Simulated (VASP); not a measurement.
SiC2:

```
C Si
1.0
     2.93014    0.00000    0.00000
    -1.46507    2.53758    0.00000
     0.00000    0.00000    7.17548
C Si
4 2
Direct
  0.00000 0.00000 0.98028
  0.66667 0.33333 0.69104
  0.33333 0.66667 0.33530
  0.66667 0.33333 0.90571
  0.33333 0.66667 0.59532
  0.00000 0.00000 0.24235
```

Program: VASP 6.6.1. Alike in all runs: task single point; potentials or basis VASP PAW PBE potentials, release 64 (C, Si); no spin polarisation; cell as given; cutoff (eV) 520; smearing gaussian 0.01 eV.

**Question.** Order these runs on this cell by their band gap on the k mesh, lowest first.
A. level PBE; k mesh 12 × 12 × 4
B. level r2SCAN; k mesh 12 × 12 × 4
C. level r2SCAN; k mesh 9 × 9 × 4

**Answer.** A (1.33 eV), B (1.64 eV), C (1.80 eV).

A k mesh can miss the band edges, odd and even meshes differently.
